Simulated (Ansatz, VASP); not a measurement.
Al2GaAs3: VASP beside Ansatz

```
CELL_PARAMETERS angstrom
4.05395 0.00000 0.00000
0.00000 7.02165 0.00000
0.00000 0.00000 9.93483
ATOMIC_POSITIONS crystal
Al 0.00000 0.33333 0.66672
Al 0.50000 0.83333 0.66672
Al 0.50000 0.16667 0.33369
Al 0.00000 0.66667 0.33369
Ga 0.50000 0.50000 0.99958
Ga 0.00000 0.00000 0.99958
As 0.00000 0.00000 0.74916
As 0.50000 0.50000 0.74916
As 0.00000 0.33333 0.41669
As 0.50000 0.83333 0.41669
As 0.50000 0.16667 0.08415
As 0.00000 0.66667 0.08415
```

Alike in both runs: task single point; functional PBE; k mesh 4 × 2 × 2; occupations gaussian, width 0.1 eV; no spin polarisation.

|  | VASP | Ansatz |
| --- | --- | --- |
| version | VASP 6.6.1 | Ansatz 0.2.0 |
| potentials or method | VASP PAW PBE potentials, release 64 (Al, Ga_d, As), cutoff 520 eV | scalar-relativistic, plane waves, PAW |
| valence electrons in the cell | 68 | 128 |

VASP gave:

```
gap on the k mesh at the Fermi level (eV)                     : 0.94
least direct gap on the mesh (eV)                             : 0.94
pressure (GPa)                                                : 0.1
traceless stress, the component that is largest in VASP (GPa) : 0.51
rms of the force components (eV/Å)                            : 0.014
```

Task: Which values does Ansatz return?

Result: gap on the k mesh at the Fermi level (eV): 0.94; least direct gap on the mesh (eV): 0.94; pressure (GPa): 0.0; traceless stress, the component that is largest in VASP (GPa): 0.51; rms of the force components (eV/Å): 0.013.

Atom by atom the forces differ by 0.001 eV/Å (rms over components). VASP's potentials hold 68 valence electrons a cell and Ansatz's 128, so a difference there can come from the potentials and not from the codes.

The k mesh is coarse, so the values compare programs but aren't converged.
